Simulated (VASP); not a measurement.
# CdSe (Fm-3m) in VASP: a series of runs

CdSe is run at these levels: PBE; tasks: single point.

All numbers are computed with VASP 6.6.1; they aren't measurements. Logs are shortened: lines on timing, memory, paths and dates and some standing lists are left out, and cuts for length are marked.

## Step 1: The cell of the first run

It takes space group Fm-3m (No. 225, cubic). The conventional cell has a = 5.686 Å, b = 5.686 Å, c = 5.686 Å, α = 90.00°, β = 90.00°, γ = 90.00°. Within 3.7 Å of Cd (site symmetry m-3m) lie 6 Se at 2.84 Å. Within 3.7 Å of Se (site symmetry m-3m) lie 6 Cd at 2.84 Å.

## Step 2: Single point, PBE

INCAR

```
SYSTEM = CdSe
  PREC = Accurate
  ENCUT = 500
  EDIFF = 1E-6
  ISMEAR = 1
  SIGMA = 0.05
  LREAL = .FALSE.
  LASPH = .TRUE.
  NELM = 120
  ALGO = Normal
  ISIF = 2
  LWAVE = .FALSE.
  LCHARG = .FALSE.
  GGA = PE
  NBANDS = 16
  GGA_COMPAT = .FALSE.
```

KPOINTS

```
Automatic mesh
0
G
  6 6 6
  0 0 0
```

POSCAR

```
CdSe
1.0
    0.0000000000      2.8429458735      2.8429458735
    2.8429458735      0.0000000000      2.8429458735
    2.8429458735      2.8429458735      0.0000000000
Cd Se
1 1
Direct
    0.0000000000      0.0000000000      0.0000000000
    0.5000000000      0.5000000000      0.5000000000
```

Potentials or basis: VASP PAW PBE potentials, release 64 (Cd, Se).

Started as:

```sh
cat potpaw_PBE.64/Cd/POTCAR potpaw_PBE.64/Se/POTCAR > POTCAR
mpirun -np 1 vasp_std > vasp.out
```

OUTCAR:

```text
SYSTEM = CdSe
   PREC = Accurate
   ENCUT = 500
   EDIFF = 1E-6
   ISMEAR = 1
   LREAL = .FALSE.
   LASPH = .TRUE.
   NELM = 120
   ISIF = 2
   GGA = PE

 ion  position               nearest neighbor table
   1  0.000  0.000  0.000-   2 2.84   2 2.84   2 2.84   2 2.84   2 2.84   2 2.84
   2  0.500  0.500  0.500-   1 2.84   1 2.84   1 2.84   1 2.84   1 2.84   1 2.84

  LATTYP: Found a face centered cubic cell.
 ALAT       =     5.6858917470

  Lattice vectors:

 A1 = (   0.0000000000,   2.8429458735,   2.8429458735)
 A2 = (   2.8429458735,   0.0000000000,   2.8429458735)
 A3 = (   2.8429458735,   2.8429458735,   0.0000000000)

Analysis of symmetry for initial positions (statically):
=====================================================================
 Subroutine PRICEL returns:
 Original cell was already a primitive cell.

 Routine SETGRP: Setting up the symmetry group for a
 face centered cubic supercell.

 Subroutine GETGRP returns: Found 48 space group operations
 (whereof 48 operations were pure point group operations)
 out of a pool of 48 trial point group operations.

The static configuration has the point symmetry O_h .

Analysis of symmetry for dynamics (positions and initial velocities):
=====================================================================
 Subroutine PRICEL returns:
 Original cell was already a primitive cell.

 Routine SETGRP: Setting up the symmetry group for a
 face centered cubic supercell.

 Subroutine GETGRP returns: Found 48 space group operations
 (whereof 48 operations were pure point group operations)
 out of a pool of 48 trial point group operations.

The dynamic configuration has the point symmetry O_h .

 Subroutine INISYM returns: Found 48 space group operations
 (whereof 48 operations are pure point group operations),
 and found     1 'primitive' translations

----------------------------------------------------------------------------------------

                                     Primitive cell

  volume of cell :      45.9553

  direct lattice vectors                    reciprocal lattice vectors
     0.000000000  2.842945874  2.842945874    -0.175873908  0.175873908  0.175873908
     2.842945874  0.000000000  2.842945874     0.175873908 -0.175873908  0.175873908
     2.842945874  2.842945874  0.000000000     0.175873908  0.175873908 -0.175873908

  length of vectors
     4.020532611  4.020532611  4.020532611     0.304622544  0.304622544  0.304622544

  position of ions in fractional coordinates (direct lattice)
     0.000000000  0.000000000  0.000000000
     0.500000000  0.500000000  0.500000000

  ion indices of the primitive-cell ions
   primitive index   ion index
                 1           1
                 2           2

----------------------------------------------------------------------------------------

 KPOINTS: Automatic mesh

Automatic generation of k-mesh.
 Grid dimensions read from file:
 generate k-points for:    6    6    6

 Generating k-lattice:

  Cartesian coordinates                     Fractional coordinates (reciprocal lattice)
    -0.029312318  0.029312318  0.029312318     0.166666667  0.000000000  0.000000000
     0.029312318 -0.029312318  0.029312318     0.000000000  0.166666667  0.000000000
     0.029312318  0.029312318 -0.029312318     0.000000000  0.000000000  0.166666667

  Length of vectors
     0.050770424  0.050770424  0.050770424

  Shift w.r.t. Gamma in fractional coordinates (k-lattice)
     0.000000000  0.000000000  0.000000000

 Subroutine IBZKPT returns following result:
 ===========================================

 Found     16 irreducible k-points:

 Following reciprocal coordinates:
            Coordinates               Weight
  0.000000  0.000000  0.000000      1.000000
  0.166667  0.000000  0.000000      8.000000
  0.333333  0.000000  0.000000      8.000000
  0.500000  0.000000  0.000000      4.000000
  0.166667  0.166667  0.000000      6.000000
  0.333333  0.166667  0.000000     24.000000
[... 8 lines left out ...]
 -0.333333  0.333333  0.166667     24.000000
 -0.333333  0.500000  0.166667     12.000000
   k-points           NKPTS =     16   k-points in BZ     NKDIM =     16   number of bands    NBANDS=     16
   number of dos      NEDOS =    301   number of ions     NIONS =      2
   total plane-waves  NPLWV =  27000
   dimension x,y,z NGX =    30 NGY =   30 NGZ =   30
   dimension x,y,z NGXF=    60 NGYF=   60 NGZF=   60
   ions per type =               1   1
   NGX,Y,Z   is equivalent  to a cutoff of  12.40, 12.40, 12.40 a.u.
   NGXF,Y,Z  is equivalent  to a cutoff of  24.81, 24.81, 24.81 a.u.
 SYSTEM =  CdSe
   PREC   = accura    normal or accurate (medium, high low for compatibility)
   ISTART =      0    job   : 0-new  1-cont  2-samecut
   ICHARG =      2    charge: 1-file 2-atom 10-const
   ISPIN  =      1    spin polarized calculation?
   LNONCOLLINEAR =      F non collinear calculations
   LSORBIT =      F    spin-orbit coupling
   LASPH  =      T    aspherical Exc in radial PAW
   ENCUT  =  500.0 eV  36.75 Ry    6.06 a.u.   7.33  7.33  7.33*2*pi/ulx,y,z
   NELM   =    120;   NELMIN=  2; NELMDL= -5     # of ELM steps
   EDIFF  = 0.1E-05   stopping-criterion for ELM
   LREAL  =      F    real-space projection
   EDIFFG = 0.1E-04   stopping-criterion for IOM
   NSW    =      0    number of steps for IOM
   IBRION =     -1    ionic relax: 0-MD 1-quasi-New 2-CG
   NFREE  =      0    steps in history (QN), initial steepest desc. (CG)
   ISIF   =      2    stress and relaxation
   ISYM   =      2    0-nonsym 1-usesym 2-fastsym
   POTIM  = 0.5000    time-step for ionic-motion
   TEBEG  =    0.0;   TEEND  =   0.0 temperature during run
   PSTRESS=    0.0 pullay stress
   NELECT =      18.0000    total number of electrons
   NUPDOWN=      -1.0000    fix difference up-down
   EMIN   =  10.00;   EMAX   =-10.00  energy-range for DOS
   EFERMI =   0.00;   METHOD = LEGACY
   ISMEAR =     1;   SIGMA  =   0.05  broadening in eV -4-tet -1-fermi 0-gaus
   EFERMI_NEDOS =   21; number of points for ismear=-14 and -15
   IALGO  =     38    algorithm
   IMIX   =      4    mixing-type and parameters
     AMIX     =   0.40;   BMIX     =  1.00
     AMIX_MAG =   1.60;   BMIX_MAG =  1.00
  volume/ion in A,a.u.               =      22.98       155.06
  Fermi-wavevector in a.u.,A,eV,Ry     =   1.197808  2.263528 19.520865  1.434743
  Thomas-Fermi vector in A             =   2.333713
   LORBIT       =      0    0 simple, 1 ext, 2 COOP (PROOUT), +10 PAW based schemes
   GGA     = PE    functional components
   LHFCALC =     F    Hartree Fock is set to
   AEXX    =    0.0000 exact exchange contribution
   IVDW    =     0    specifies the selected vdW correction
   LEPSILON=     F    determine dielectric tensor
   LRPA    =     F    only Hartree local field effects (RPA)
 non-spin polarized calculation
 Methfessel and Paxton  Order N= 1 SIGMA  =   0.05
  energy-cutoff  :      500.00
  volume of cell :       45.96
 maximum number of plane-waves:      1211
 NGX is ok and might be reduce to    30
   NGX = 15   NGY = 15   NGZ = 15

 number of electron      17.9999999 magnetization

 Free energy of the ion-electron system (eV)
  ---------------------------------------------------
  ext. energy  EPLUGINS =         0.00000000
  ---------------------------------------------------
  free energy    TOTEN  =        -5.18912576 eV

  energy without entropy =       -5.18853701  energy(sigma->0) =       -5.18892951

 E-fermi :   2.5353     XC(G=0): -10.1549

 val. band max:        2.5122372074   @ k =   0.5000   0.0000   0.0000
 cond. band min:       2.7645374252   @ k =   0.0000   0.0000   0.0000
 fundamental gap:      0.2523002179
 Fermi energy:         2.5352779889

 k-point     1 :       0.0000    0.0000    0.0000
  band No.  band energies     occupation
      1     -10.5309      2.00000
      2      -5.4233      2.00000
      3      -5.4233      2.00000
      4      -5.4063      2.00000
      5      -5.4063      2.00000
      6      -5.4063      2.00000
[... 8 lines left out ...]
     15      12.4920      0.00000
     16      12.4920      0.00000

 k-point     2 :       0.1667    0.0000    0.0000
  band No.  band energies     occupation
      1     -10.3251      2.00000
      2      -5.4842      2.00000
      3      -5.4842      2.00000
      4      -5.4258      2.00000
      5      -5.3708      2.00000
      6      -5.3708      2.00000
[... 8 lines left out ...]
     15      12.1846      0.00000
     16      12.1846      0.00000

 k-point     3 :       0.3333    0.0000    0.0000
  band No.  band energies     occupation
      1      -9.8434      2.00000
      2      -5.6054      2.00000
      3      -5.6054      2.00000
      4      -5.5023      2.00000
      5      -5.2947      2.00000
      6      -5.2947      2.00000
[... 8 lines left out ...]
     15      13.7441      0.00000
     16      13.7441      0.00000

 k-point     4 :       0.5000    0.0000    0.0000
  band No.  band energies     occupation
      1      -9.5501      2.00000
      2      -5.6639      2.00000
      3      -5.6639      2.00000
      4      -5.5802      2.00000
      5      -5.2559      2.00000
      6      -5.2559      2.00000
[... 8 lines left out ...]
     15      15.5096      0.00000
     16      15.5096      0.00000

 k-point     5 :       0.1667    0.1667    0.0000
  band No.  band energies     occupation
      1     -10.2740      2.00000
      2      -5.5336      2.00000
      3      -5.4352      2.00000
      4      -5.4025      2.00000
      5      -5.3676      2.00000
      6      -5.3676      2.00000
[... 8 lines left out ...]
     15      14.4510      0.00000
     16      14.4510      0.00000

 k-point     6 :       0.3333    0.1667    0.0000
  band No.  band energies     occupation
      1      -9.9292      2.00000
      2      -5.5583      2.00000
      3      -5.4751      2.00000
      4      -5.4615      2.00000
      5      -5.3139      2.00000
      6      -5.2853      2.00000
[... 8 lines left out ...]
     15      14.6260      0.00000
     16      14.9125      0.00000

 k-point     7 :       0.5000    0.1667    0.0000
  band No.  band energies     occupation
      1      -9.5934      2.00000
      2      -5.5874      2.00000
      3      -5.5148      2.00000
      4      -5.5041      2.00000
      5      -5.2462      2.00000
      6      -5.2461      2.00000
[... 8 lines left out ...]
     15      15.7105      0.00000
     16      15.7471      0.00000

 k-point     8 :      -0.3333    0.1667    0.0000
  band No.  band energies     occupation
      1      -9.6579      2.00000
      2      -5.6313      2.00000
      3      -5.5685      2.00000
      4      -5.4502      2.00000
      5      -5.2851      2.00000
      6      -5.2295      2.00000
[... 8 lines left out ...]
     15      13.9790      0.00000
     16      15.7367      0.00000

 k-point     9 :      -0.1667    0.1667    0.0000
  band No.  band energies     occupation
      1     -10.0429      2.00000
      2      -5.5786      2.00000
      3      -5.5243      2.00000
      4      -5.4339      2.00000
      5      -5.3494      2.00000
      6      -5.2938      2.00000
[... 8 lines left out ...]
     15      13.8626      0.00000
     16      14.4475      0.00000

 k-point    10 :       0.3333    0.3333    0.0000
  band No.  band energies     occupation
      1      -9.8403      2.00000
      2      -5.4932      2.00000
      3      -5.3609      2.00000
      4      -5.3062      2.00000
      5      -5.2662      2.00000
      6      -5.2662      2.00000
[... 8 lines left out ...]
     15      15.8442      0.00000
     16      17.5107      0.00000

 k-point    11 :       0.5000    0.3333    0.0000
  band No.  band energies     occupation
      1      -9.6687      2.00000
      2      -5.4949      2.00000
      3      -5.4232      2.00000
      4      -5.2774      2.00000
      5      -5.2220      2.00000
      6      -4.9654      2.00000
[... 8 lines left out ...]
     15      16.5023      0.00000
     16      17.4979      0.00000

 k-point    12 :      -0.3333    0.3333    0.0000
  band No.  band energies     occupation
      1      -9.5725      2.00000
      2      -5.5480      2.00000
      3      -5.4878      2.00000
      4      -5.3512      2.00000
      5      -5.2467      2.00000
      6      -5.0331      2.00000
[... 8 lines left out ...]
     15      14.2754      0.00000
     16      17.0302      0.00000

 k-point    13 :       0.5000    0.5000    0.0000
  band No.  band energies     occupation
      1      -9.7017      2.00000
      2      -5.5222      2.00000
      3      -5.3399      2.00000
      4      -5.2011      2.00000
      5      -5.2011      2.00000
      6      -4.6712      2.00000
[... 8 lines left out ...]
     15      17.0627      0.00000
     16      17.5520      0.00000

 k-point    14 :       0.5000    0.3333    0.1667
  band No.  band energies     occupation
      1      -9.6938      2.00000
      2      -5.5252      2.00000
      3      -5.4535      2.00000
      4      -5.4371      2.00000
      5      -5.2642      2.00000
      6      -5.1714      2.00000
[... 8 lines left out ...]
     15      15.9681      0.00000
     16      16.5686      0.00000

 k-point    15 :      -0.3333    0.3333    0.1667
  band No.  band energies     occupation
      1      -9.5724      2.00000
      2      -5.5684      2.00000
      3      -5.4256      2.00000
      4      -5.4055      2.00000
      5      -5.2294      2.00000
      6      -5.0356      2.00000
[... 8 lines left out ...]
     15      14.3558      0.00000
     16      17.0386      0.00000

 k-point    16 :      -0.3333    0.5000    0.1667
  band No.  band energies     occupation
      1      -9.6115      2.00000
      2      -5.4773      2.00000
      3      -5.4677      2.00000
      4      -5.3123      2.00000
      5      -5.2011      2.00000
      6      -4.7924      2.00000
[... 8 lines left out ...]
     15      15.7232      0.00000
     16      17.5554      0.00000

------------------------ aborting loop because EDIFF is reached ----------------------------------------

  FORCE on cell =-STRESS in cart. coord.  units (eV):
  Direction    XX          YY          ZZ          XY          YZ          ZX
  --------------------------------------------------------------------------------------
  -------------------------------------------------------------------------------------
  Total        0.6167803      0.6167803      0.6167803      0.0000000      0.0000000     -0.0000000
  in kB       21.5033087     21.5033087     21.5033087      0.0000000      0.0000000     -0.0000000
  external PRESSURE =      21.5033087 kB  Pullay stress =       0.0000000 kB

 VOLUME and BASIS-vectors are now :
 -----------------------------------------------------------------------------
  energy-cutoff  :      500.00
  volume of cell :       45.96
      direct lattice vectors                 reciprocal lattice vectors
     0.000000000  2.842945874  2.842945874    -0.175873908  0.175873908  0.175873908
     2.842945874  0.000000000  2.842945874     0.175873908 -0.175873908  0.175873908
     2.842945874  2.842945874  0.000000000     0.175873908  0.175873908 -0.175873908

 POSITION                                       TOTAL-FORCE (eV/Angst)
 -----------------------------------------------------------------------------------
      0.00000      0.00000      0.00000        -0.000000     -0.000000      0.000000
      2.84295      2.84295      2.84295         0.000000      0.000000      0.000000
 -----------------------------------------------------------------------------------
    total drift:                               -0.000000      0.000000      0.000000

  FREE ENERGIE OF THE ION-ELECTRON SYSTEM (eV)
  ---------------------------------------------------
  free  energy   TOTEN  =        -5.1891257573 eV

  energy  without entropy=       -5.1885370072  energy(sigma->0) =       -5.18892951
```

Run time: 6.1 s. Hardware: 1 thread of Intel Xeon 6975P-C (Granite Rapids), shared host; peak memory 0.16 GiB.

What came out:

* Free energy: -5.1891 eV
* Pressure: 2.2 GPa
* Band gap on the k mesh: zero (band 9 reaches 2.51 eV, above the bottom of band 10 at 2.10 eV)

## Step 3: Single point, PBE

INCAR

```
SYSTEM = CdSe
PREC = Accurate ; ENCUT = 500
EDIFF = 1E-6 ; ISMEAR = 1
SIGMA = 0.5 ; LREAL = .False.
LASPH = .True. ; NELM = 120
ALGO = Normal ; ISIF = 2
LWAVE = .False. ; LCHARG = .False.
GGA = PE ; NBANDS = 16
GGA_COMPAT = .False.
```

KPOINTS

```
regular mesh
0
Gamma
  6 6 6
  0 0 0
```

POSCAR is that of step 2.

Potentials or basis: VASP PAW PBE potentials, release 64 (Cd, Se).

Started as:

```sh
cat potpaw_PBE.64/Cd/POTCAR potpaw_PBE.64/Se/POTCAR > POTCAR
mpirun -np 1 vasp_std > vasp.out
```

Run time: 6.3 s. Hardware: 1 thread of Intel Xeon 6975P-C (Granite Rapids), shared host; peak memory 0.17 GiB.

Results (log left out):

* Free energy: -5.1870 eV
* Pressure: 2.2 GPa
* Band gap on the k mesh: zero (band 9 reaches 2.51 eV, above the bottom of band 10 at 2.10 eV)

Levels at points of the mesh, in eV from the Fermi level:
```
           k point  band 7  band 8  band 9  band 10  band 11  band 12
(0.00, 0.00, 0.00)   -0.85   -0.85   -0.85     0.01     8.48     8.48
(0.50, 0.00, 0.00)   -5.29   -0.24   -0.24     2.81     5.07     5.07
(0.50, 0.50, 0.00)   -4.47   -2.36   -2.36    -0.65     5.23     9.75
```

## Step 4: Single point, PBE

INCAR

```
SYSTEM = CdSe
PREC     = Accurate       ! precision mode
ENCUT    = 500            ! plane-wave cutoff, eV
EDIFF    = 1E-6           ! SCF threshold, eV
ISMEAR   = -1             ! smearing method
SIGMA    = 0.05           ! smearing width, eV
LREAL    = .FALSE.        ! projectors in reciprocal space
LASPH    = .TRUE.         ! aspherical terms in the spheres
NELM     = 120            ! most SCF steps
ALGO     = Normal         ! electronic algorithm
ISIF     = 2              ! what is computed and relaxed
LWAVE    = .FALSE.        ! write WAVECAR
LCHARG   = .FALSE.        ! write CHGCAR
GGA      = PE             ! functional
NBANDS   = 16             ! bands
GGA_COMPAT= .FALSE.
```

KPOINTS

```
regular mesh
0
G
  6 6 6
  0 0 0
```

POSCAR is that of step 3.

Started as:

```sh
cat potpaw_PBE.64/Cd/POTCAR potpaw_PBE.64/Se/POTCAR > POTCAR
mpirun -np 1 vasp_std > vasp.out
```

Run time: 6.1 s. Hardware: 1 thread of Intel Xeon 6975P-C (Granite Rapids), shared host; peak memory 0.17 GiB.

Results (log left out):

```yaml
Free_energy: -5.1927 eV
Pressure: 2.2 GPa
Band_gap_on_the_k_mesh: zero (band 9 reaches 2.51 eV, above the bottom of band 10 at 2.10 eV)
```

Levels at points of the mesh, in eV from the Fermi level:
```tsv
k point	band 5	band 6	band 7	band 8	band 9	band 10	band 11	band 12	band 13	band 14
(0.00, 0.00, 0.00)	-8.01	-8.01	-0.71	-0.71	-0.71	0.16	8.62	8.62	8.62	9.89
(0.50, 0.00, 0.00)	-7.86	-7.86	-5.14	-0.09	-0.09	2.96	5.21	5.21	6.11	11.32
(0.50, 0.50, 0.00)	-7.81	-7.28	-4.33	-2.21	-2.21	-0.50	5.38	9.89	10.48	10.48
```

## Step 5: Summary

```tsv
smearing	gap on the mesh (eV)	pressure (GPa)
methfessel-paxton 0.05 eV	none	2.2
methfessel-paxton 0.5 eV	none	2.2
fermi-dirac 0.05 eV	none	2.2
```

Alike in all rows: task single point; level PBE; potentials or basis VASP PAW PBE potentials, release 64 (Cd, Se); no spin polarisation; cell as given; k mesh 6 × 6 × 6; cutoff (eV) 500.

Every run on the cell as given and a fine mesh finds a metal.

Absolute energies hang on the potentials; compare differences alone.
